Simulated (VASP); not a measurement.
# BaS (Fm-3m) in VASP: notebook

Runs on BaS. Level: LDA. Tasks: single point.

Program: VASP 6.6.1. These are calculated values, not measurements. Logs are shortened: lines on timing, memory, paths and dates and some standing lists are left out, and cuts for length are marked.

**1. The cell of the first run**

The structure is cubic, space group Fm-3m (No. 225). Conventional cell: a = 6.366 Å, b = 6.366 Å, c = 6.366 Å, α = 90.00°, β = 90.00°, γ = 90.00°. Within 4.2 Å of Ba (site symmetry m-3m) lie 6 S at 3.18 Å. Within 4.2 Å of S (site symmetry m-3m) lie 6 Ba at 3.18 Å.

**2. Single point, LDA (32.25 Å³/atom)**

The input, INCAR:

```
  PREC = Accurate
  ENCUT = 520
  EDIFF = 1E-6
  ISMEAR = -1
  SIGMA = 0.01
  LREAL = False
  LASPH = True
  NELM = 60
  ALGO = Normal
  ISIF = 2
  LWAVE = False
  LCHARG = False
  NBANDS = 15
```

The input, KPOINTS:

```
Automatic mesh
0
Gamma
  7 7 7
```

The input, POSCAR:

```
BaS
1.0
    0.0000000000      3.1830684821      3.1830684821
    3.1830684821      0.0000000000      3.1830684821
    3.1830684821      3.1830684821      0.0000000000
Ba S
1 1
Direct
    0.0000000000      0.0000000000      0.0000000000
    0.5000000000      0.5000000000      0.5000000000
```

Potentials or basis: VASP PAW LDA potentials, release 64 (Ba_sv, S).

Run with:

```
> cat potpaw_LDA.64/Ba_sv/POTCAR potpaw_LDA.64/S/POTCAR > POTCAR
> mpirun -np 1 vasp_std > vasp.out
```

OUTCAR:

```text
PREC = Accurate
   ENCUT = 520
   EDIFF = 1E-6
   ISMEAR = -1
   LREAL = False
   LASPH = True
   NELM = 60
   ISIF = 2

 ion  position               nearest neighbor table
   1  0.000  0.000  0.000-   2 3.18   2 3.18   2 3.18   2 3.18   2 3.18   2 3.18
   2  0.500  0.500  0.500-   1 3.18   1 3.18   1 3.18   1 3.18   1 3.18   1 3.18

  LATTYP: Found a face centered cubic cell.
 ALAT       =     6.3661369642

  Lattice vectors:

 A1 = (   0.0000000000,   3.1830684821,   3.1830684821)
 A2 = (   3.1830684821,   0.0000000000,   3.1830684821)
 A3 = (   3.1830684821,   3.1830684821,   0.0000000000)

Analysis of symmetry for initial positions (statically):
=====================================================================
 Subroutine PRICEL returns:
 Original cell was already a primitive cell.

 Routine SETGRP: Setting up the symmetry group for a
 face centered cubic supercell.

 Subroutine GETGRP returns: Found 48 space group operations
 (whereof 48 operations were pure point group operations)
 out of a pool of 48 trial point group operations.

The static configuration has the point symmetry O_h .

Analysis of symmetry for dynamics (positions and initial velocities):
=====================================================================
 Subroutine PRICEL returns:
 Original cell was already a primitive cell.

 Routine SETGRP: Setting up the symmetry group for a
 face centered cubic supercell.

 Subroutine GETGRP returns: Found 48 space group operations
 (whereof 48 operations were pure point group operations)
 out of a pool of 48 trial point group operations.

The dynamic configuration has the point symmetry O_h .

 Subroutine INISYM returns: Found 48 space group operations
 (whereof 48 operations are pure point group operations),
 and found     1 'primitive' translations

----------------------------------------------------------------------------------------

                                     Primitive cell

  volume of cell :      64.5012

  direct lattice vectors                    reciprocal lattice vectors
     0.000000000  3.183068482  3.183068482    -0.157081132  0.157081132  0.157081132
     3.183068482  0.000000000  3.183068482     0.157081132 -0.157081132  0.157081132
     3.183068482  3.183068482  0.000000000     0.157081132  0.157081132 -0.157081132

  length of vectors
     4.501538617  4.501538617  4.501538617     0.272072501  0.272072501  0.272072501

  position of ions in fractional coordinates (direct lattice)
     0.000000000  0.000000000  0.000000000
     0.500000000  0.500000000  0.500000000

  ion indices of the primitive-cell ions
   primitive index   ion index
                 1           1
                 2           2

----------------------------------------------------------------------------------------

 KPOINTS: Automatic mesh

Automatic generation of k-mesh.
 Grid dimensions read from file:
 generate k-points for:    7    7    7

 Generating k-lattice:

  Cartesian coordinates                     Fractional coordinates (reciprocal lattice)
    -0.022440162  0.022440162  0.022440162     0.142857143  0.000000000  0.000000000
     0.022440162 -0.022440162  0.022440162     0.000000000  0.142857143  0.000000000
     0.022440162  0.022440162 -0.022440162     0.000000000  0.000000000  0.142857143

  Length of vectors
     0.038867500  0.038867500  0.038867500

  Shift w.r.t. Gamma in fractional coordinates (k-lattice)
     0.000000000  0.000000000  0.000000000

 Subroutine IBZKPT returns following result:
 ===========================================

 Found     20 irreducible k-points:

 Following reciprocal coordinates:
            Coordinates               Weight
  0.000000  0.000000  0.000000      1.000000
  0.142857  0.000000  0.000000      8.000000
  0.285714  0.000000  0.000000      8.000000
  0.428571  0.000000  0.000000      8.000000
  0.142857  0.142857  0.000000      6.000000
  0.285714  0.142857  0.000000     24.000000
[... 12 lines left out ...]
 -0.428571  0.428571  0.142857     24.000000
 -0.285714  0.428571  0.142857     24.000000
   k-points           NKPTS =     20   k-points in BZ     NKDIM =     20   number of bands    NBANDS=     15
   number of dos      NEDOS =    301   number of ions     NIONS =      2
   total plane-waves  NPLWV =  46656
   dimension x,y,z NGX =    36 NGY =   36 NGZ =   36
   dimension x,y,z NGXF=    72 NGYF=   72 NGZF=   72
   ions per type =               1   1
   NGX,Y,Z   is equivalent  to a cutoff of  13.30, 13.30, 13.30 a.u.
   NGXF,Y,Z  is equivalent  to a cutoff of  26.59, 26.59, 26.59 a.u.
 SYSTEM =  unknown system
   PREC   = accura    normal or accurate (medium, high low for compatibility)
   ISTART =      0    job   : 0-new  1-cont  2-samecut
   ICHARG =      2    charge: 1-file 2-atom 10-const
   ISPIN  =      1    spin polarized calculation?
   LNONCOLLINEAR =      F non collinear calculations
   LSORBIT =      F    spin-orbit coupling
   LASPH  =      T    aspherical Exc in radial PAW
   ENCUT  =  520.0 eV  38.22 Ry    6.18 a.u.   8.37  8.37  8.37*2*pi/ulx,y,z
   NELM   =     60;   NELMIN=  2; NELMDL= -5     # of ELM steps
   EDIFF  = 0.1E-05   stopping-criterion for ELM
   LREAL  =      F    real-space projection
   EDIFFG = 0.1E-04   stopping-criterion for IOM
   NSW    =      0    number of steps for IOM
   IBRION =     -1    ionic relax: 0-MD 1-quasi-New 2-CG
   NFREE  =      0    steps in history (QN), initial steepest desc. (CG)
   ISIF   =      2    stress and relaxation
   ISYM   =      2    0-nonsym 1-usesym 2-fastsym
   POTIM  = 0.5000    time-step for ionic-motion
   TEBEG  =    0.0;   TEEND  =   0.0 temperature during run
   PSTRESS=    0.0 pullay stress
   NELECT =      16.0000    total number of electrons
   NUPDOWN=      -1.0000    fix difference up-down
   EMIN   =  10.00;   EMAX   =-10.00  energy-range for DOS
   EFERMI =   0.00;   METHOD = LEGACY
   ISMEAR =    -1;   SIGMA  =   0.01  broadening in eV -4-tet -1-fermi 0-gaus
   EFERMI_NEDOS =   21; number of points for ismear=-14 and -15
   IALGO  =     38    algorithm
   IMIX   =      4    mixing-type and parameters
     AMIX     =   0.40;   BMIX     =  1.00
     AMIX_MAG =   1.60;   BMIX_MAG =  1.00
  volume/ion in A,a.u.               =      32.25       217.64
  Fermi-wavevector in a.u.,A,eV,Ry     =   1.028629  1.943827 14.396025  1.058078
  Thomas-Fermi vector in A             =   2.162635
   LORBIT       =      0    0 simple, 1 ext, 2 COOP (PROOUT), +10 PAW based schemes
   GGA     = CA    functional components
   LHFCALC =     F    Hartree Fock is set to
   AEXX    =    0.0000 exact exchange contribution
   IVDW    =     0    specifies the selected vdW correction
   LEPSILON=     F    determine dielectric tensor
   LRPA    =     F    only Hartree local field effects (RPA)
 non-spin polarized calculation
  energy-cutoff  :      520.00
  volume of cell :       64.50
 maximum number of plane-waves:      1807
 NGX is ok and might be reduce to    36
   NGX = 17   NGY = 17   NGZ = 17

 number of electron      16.0000001 magnetization

 Free energy of the ion-electron system (eV)
  ---------------------------------------------------
  ext. energy  EPLUGINS =         0.00000000
  ---------------------------------------------------
  free energy    TOTEN  =       -11.16643651 eV

  energy without entropy =      -11.16643651  energy(sigma->0) =      -11.16643651

 E-fermi :   1.6064     XC(G=0):  -9.0328

 val. band max:        1.2937312167   @ k =   0.0000   0.0000   0.0000
 cond. band min:       3.2391295097   @ k =   0.4286   0.4286   0.0000
 fundamental gap:      1.9453982930
 Fermi energy:         1.6063685925

 k-point     1 :       0.0000    0.0000    0.0000
  band No.  band energies     occupation
      1     -24.6759      2.00000
      2      -9.7479      2.00000
      3      -9.7479      2.00000
      4      -9.7479      2.00000
      5      -9.0372      2.00000
      6       1.2937      2.00000
      7       1.2937      2.00000
      8       1.2937      2.00000
      9       4.6542      0.00000
     10       4.9955      0.00000
     11       4.9955      0.00000
     12       4.9955      0.00000
     13       5.9909      0.00000
     14       5.9909      0.00000
     15       9.7535      0.00000

 k-point     2 :       0.1429    0.0000    0.0000
  band No.  band energies     occupation
      1     -24.6667      2.00000
      2     -10.1500      2.00000
      3      -9.7560      2.00000
      4      -9.7560      2.00000
      5      -8.6179      2.00000
      6       0.7435      2.00000
      7       1.0131      2.00000
      8       1.0131      2.00000
      9       4.9930      0.00000
     10       5.3061      0.00000
     11       5.3061      0.00000
     12       5.4568      0.00000
     13       6.5945      0.00000
     14       6.5945      0.00000
     15      10.5814      0.00000

 k-point     3 :       0.2857    0.0000    0.0000
  band No.  band energies     occupation
      1     -24.6461      2.00000
      2     -10.6422      2.00000
      3      -9.7739      2.00000
      4      -9.7739      2.00000
      5      -8.0836      2.00000
      6      -0.1294      2.00000
      7       0.5181      2.00000
      8       0.5181      2.00000
      9       5.3529      0.00000
     10       6.1586      0.00000
     11       6.1586      0.00000
     12       6.8354      0.00000
     13       8.0315      0.00000
     14       8.0315      0.00000
     15      11.7755      0.00000
[... 271 lines left out ...]
 k-point    19 :      -0.4286    0.4286    0.1429
  band No.  band energies     occupation
      1     -24.6148      2.00000
      2     -10.3974      2.00000
      3     -10.0412      2.00000
      4     -10.0071      2.00000
      5      -8.4869      2.00000
      6       0.3945      2.00000
      7       0.6547      2.00000
      8       0.9304      2.00000
      9       4.0974      0.00000
     10       6.9987      0.00000
     11       7.3837      0.00000
     12       8.3884      0.00000
     13       8.5925      0.00000
     14       9.2454      0.00000
     15      10.6203      0.00000

 k-point    20 :      -0.2857    0.4286    0.1429
  band No.  band energies     occupation
      1     -24.6133      2.00000
      2     -10.4349      2.00000
      3     -10.1413      2.00000
      4      -9.9822      2.00000
      5      -8.3188      2.00000
      6       0.0978      2.00000
      7       0.6825      2.00000
      8       0.7588      2.00000
      9       5.0572      0.00000
     10       5.9891      0.00000
     11       7.6457      0.00000
     12       8.2918      0.00000
     13       8.4614      0.00000
     14      10.3765      0.00000
     15      11.3972      0.00000

------------------------ aborting loop because EDIFF is reached ----------------------------------------

  FORCE on cell =-STRESS in cart. coord.  units (eV):
  Direction    XX          YY          ZZ          XY          YZ          ZX
  --------------------------------------------------------------------------------------
  -------------------------------------------------------------------------------------
  Total       -0.5688311     -0.5688311     -0.5688311     -0.0000000      0.0000000      0.0000000
  in kB      -14.1294735    -14.1294735    -14.1294735     -0.0000000      0.0000000      0.0000000
  external PRESSURE =     -14.1294735 kB  Pullay stress =       0.0000000 kB

 VOLUME and BASIS-vectors are now :
 -----------------------------------------------------------------------------
  energy-cutoff  :      520.00
  volume of cell :       64.50
      direct lattice vectors                 reciprocal lattice vectors
     0.000000000  3.183068482  3.183068482    -0.157081132  0.157081132  0.157081132
     3.183068482  0.000000000  3.183068482     0.157081132 -0.157081132  0.157081132
     3.183068482  3.183068482  0.000000000     0.157081132  0.157081132 -0.157081132

 POSITION                                       TOTAL-FORCE (eV/Angst)
 -----------------------------------------------------------------------------------
      0.00000      0.00000      0.00000         0.000000     -0.000000      0.000000
      3.18307      3.18307      3.18307        -0.000000      0.000000     -0.000000
 -----------------------------------------------------------------------------------
    total drift:                                0.000000      0.000000      0.000000

  FREE ENERGIE OF THE ION-ELECTRON SYSTEM (eV)
  ---------------------------------------------------
  free  energy   TOTEN  =       -11.1664365075 eV

  energy  without entropy=      -11.1664365075  energy(sigma->0) =      -11.16643651
```

It took 9 s on 1 thread of Intel Xeon 6975P-C (Granite Rapids), shared host; peak memory 0.18 GiB.

Results:

| Item | Value |
| --- | --- |
| Free energy | -11.1664 eV |
| Pressure | -1.4 GPa |
| Band gap on the k mesh | 1.95 eV (least direct gap 2.09 eV) |

Levels at points of the mesh, in eV from the valence-band top:
| k point | band 6 | band 7 | band 8 | band 9 | band 10 | band 11 |
| --- | --- | --- | --- | --- | --- | --- |
| (0.00, 0.00, 0.00) | 0.00 | 0.00 | 0.00 | 3.36 | 3.70 | 3.70 |

Caveat: spin-orbit coupling is left out, which moves the levels of the heavy elements; an odd mesh through Γ misses points on the zone boundary, where band edges can lie.

**3. Single point, LDA (33.88 Å³/atom)**

This run uses another cell than the first one, of 33.88 Å³/atom.

The input, INCAR:

```
PREC = Accurate
ENCUT = 520
EDIFF = 1E-6
ISMEAR = -1
SIGMA = 0.01
LREAL = False
LASPH = True
NELM = 100
ALGO = Normal
ISIF = 2
LWAVE = False
LCHARG = True
GGA = CA
LELF = True
LVHAR = True
NBANDS = 15
```

The input, KPOINTS:

```
regular mesh
0
Gamma
  7 7 7
```

The input, POSCAR:

```
BaS
1.0
    0.0000000000      3.2357778460      3.2357778460
    3.2357778460      0.0000000000      3.2357778460
    3.2357778460      3.2357778460      0.0000000000
Ba S
1 1
Direct
    0.0000000000      0.0000000000      0.0000000000
    0.5000000000      0.5000000000      0.5000000000
```

Potentials or basis: VASP PAW LDA potentials, release 64 (Ba_sv, S).

Run with:

```
> cat potpaw_LDA.64/Ba_sv/POTCAR potpaw_LDA.64/S/POTCAR > POTCAR
> mpirun -np 1 vasp_std > vasp.out
```

OUTCAR:

```text
PREC = Accurate
   ENCUT = 520
   EDIFF = 1E-6
   ISMEAR = -1
   LREAL = False
   LASPH = True
   NELM = 100
   ISIF = 2
   GGA = CA

 ion  position               nearest neighbor table
   1  0.000  0.000  0.000-   2 3.24   2 3.24   2 3.24   2 3.24   2 3.24   2 3.24
   2  0.500  0.500  0.500-   1 3.24   1 3.24   1 3.24   1 3.24   1 3.24   1 3.24

  LATTYP: Found a face centered cubic cell.
 ALAT       =     6.4715556920

  Lattice vectors:

[... 539 lines left out ...]

------------------------ aborting loop because EDIFF is reached ----------------------------------------

  FORCE on cell =-STRESS in cart. coord.  units (eV):
  Direction    XX          YY          ZZ          XY          YZ          ZX
  --------------------------------------------------------------------------------------
  -------------------------------------------------------------------------------------
  Total       -1.4108537     -1.4108537     -1.4108537     -0.0000000      0.0000000      0.0000000
  in kB      -33.3600326    -33.3600326    -33.3600326     -0.0000000      0.0000000      0.0000000
  external PRESSURE =     -33.3600326 kB  Pullay stress =       0.0000000 kB

 VOLUME and BASIS-vectors are now :
 -----------------------------------------------------------------------------
  energy-cutoff  :      520.00
  volume of cell :       67.76
      direct lattice vectors                 reciprocal lattice vectors
     0.000000000  3.235777846  3.235777846    -0.154522351  0.154522351  0.154522351
     3.235777846  0.000000000  3.235777846     0.154522351 -0.154522351  0.154522351
     3.235777846  3.235777846  0.000000000     0.154522351  0.154522351 -0.154522351

 POSITION                                       TOTAL-FORCE (eV/Angst)
 -----------------------------------------------------------------------------------
      0.00000      0.00000      0.00000         0.000000      0.000000     -0.000000
      3.23578      3.23578      3.23578         0.000000      0.000000      0.000000
 -----------------------------------------------------------------------------------
    total drift:                                0.000000      0.000000      0.000000

  FREE ENERGIE OF THE ION-ELECTRON SYSTEM (eV)
  ---------------------------------------------------
  free  energy   TOTEN  =       -11.1176520779 eV

  energy  without entropy=      -11.1176520779  energy(sigma->0) =      -11.11765208
```

OSZICAR:

```text
N       E                     dE             d eps       ncg     rms          rms(c)
DAV:   1     0.785302013992E+02    0.78530E+02   -0.69406E+03   600   0.936E+02
DAV:   2    -0.676496903323E+01   -0.85295E+02   -0.76745E+02   826   0.161E+02
DAV:   3    -0.115486921180E+02   -0.47837E+01   -0.47521E+01   800   0.409E+01
DAV:   4    -0.116569352139E+02   -0.10824E+00   -0.10821E+00   821   0.606E+00
DAV:   5    -0.116584446024E+02   -0.15094E-02   -0.15094E-02   823   0.576E-01    0.461E+00
DAV:   6    -0.111439762107E+02    0.51447E+00   -0.69161E-01   698   0.493E+00    0.316E+00
DAV:   7    -0.111227685460E+02    0.21208E-01   -0.13469E-01   720   0.200E+00    0.189E+00
DAV:   8    -0.111185815834E+02    0.41870E-02   -0.22217E-02   670   0.824E-01    0.289E-01
DAV:   9    -0.111174797863E+02    0.11018E-02   -0.26024E-03   768   0.289E-01    0.161E-01
DAV:  10    -0.111176586457E+02   -0.17886E-03   -0.22909E-04   663   0.994E-02    0.341E-02
DAV:  11    -0.111176512599E+02    0.73858E-05   -0.38874E-05   803   0.337E-02    0.139E-02
DAV:  12    -0.111176520779E+02   -0.81809E-06   -0.35289E-06   691   0.100E-02
   1 F= -.11117652E+02 E0= -.11117652E+02  d E =-.335898E-11
```

stdout:

```text
POSCAR found type information on POSCAR BaS
 POSCAR found :  2 types and       2 ions
 scaLAPACK will be used
 LDA part: xc-table for (Slater(with rela. corr.)+CA(PZ))
 , standard interpolation
 POSCAR, INCAR and KPOINTS ok, starting setup
 FFT: planning ... GRIDC
 FFT: planning ... GRID_SOFT
 FFT: planning ... GRID
 WAVECAR not read
 entering main loop
```

It took 8.9 s on 1 thread of Intel Xeon 6975P-C (Granite Rapids), shared host; peak memory 0.17 GiB.

Results:

- Free energy: -11.1177 eV
- Pressure: -3.3 GPa
- Band gap on the k mesh: 2.03 eV (least direct gap 2.19 eV)

Caveat: the cell stands under tension; spin-orbit coupling is left out, which moves the levels of the heavy elements; an odd mesh through Γ misses points on the zone boundary, where band edges can lie.

(Part 1 of 2 ends here.)
